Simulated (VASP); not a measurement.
Runs of VASP 6.6.1 on BaTiO3. The structure is that of space group Pm-3m (No. 221), or close to it. The cells are those of the table. 

```csv
spin,cell,k mesh,gap on the mesh (eV),pressure (GPa),moment (μB)
collinear,"a = 4.021 Å, 5 atoms",8 × 8 × 8,1.72,1.5,0.00
off,"a = 4.072 Å, 5 atoms",6 × 6 × 6,1.64,-4.4,-
off,"a = 4.046 Å, 5 atoms",6 × 6 × 6,1.68,(a),-
collinear,"a = 4.019 Å, 5 atoms",8 × 8 × 8,1.72,1.7,0.00
off,"a = 3.965 Å, 5 atoms",6 × 6 × 6,1.80,(b),-
off,"a = 3.992 Å, 5 atoms",6 × 6 × 6,1.76,5.3,-
```

Alike in all rows: task single point; level PBE; potentials or basis VASP PAW PBE potentials, release 64 (Ba_sv, Ti_sv, O); cutoff (eV) 520; smearing gaussian 0.05 eV.

Task: Fill in the values left out.

Result: (a) -1.5; (b) 9.3.

Caveats: spin-orbit coupling is left out, which moves the levels of the heavy elements; the cell stands under pressure (at least some runs); the cell stands under tension (at least some runs).

A k mesh can miss the band edges, and the runs leave out spin-orbit coupling on Ba.
